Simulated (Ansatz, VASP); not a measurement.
## One calculation of Ta, two programs

```
Ta
1.0
     2.31516    0.00000    0.00000
     0.00000    2.31516    0.00000
     0.00000    0.00000    2.31516
Ta
1
Cartesian
  0.0000 0.0000 0.0000
```

Change from the starting cell: volume scaled by 0.6, PAW files.

Alike in both runs: task single point; functional PBE; k mesh 14 × 14 × 14; occupations fermi-dirac, width 0.08 eV; no spin polarisation.

```csv
,VASP,Ansatz
version,VASP 6.6.1,Ansatz 0.2.0
potentials or method,"VASP PAW PBE potentials, release 64 (Ta_pv)","PAW with Ansatz's default frozen-core files, scalar-relativistic"
plane-wave cutoff (eV),520,420
valence electrons in the cell,11,13
```

```csv
,VASP,Ansatz,Ansatz less VASP
pressure (GPa),202.4,198.6,-3.75
```

Both programs put the cell under a high pressure, so it lies far from rest at this level. VASP's potentials hold 11 valence electrons a cell and Ansatz's 13, so a difference there can come from the potentials and not from the codes.

Neither program's run includes spin-orbit coupling. Noted on VASP's run: the cell as given lies far from equilibrium.
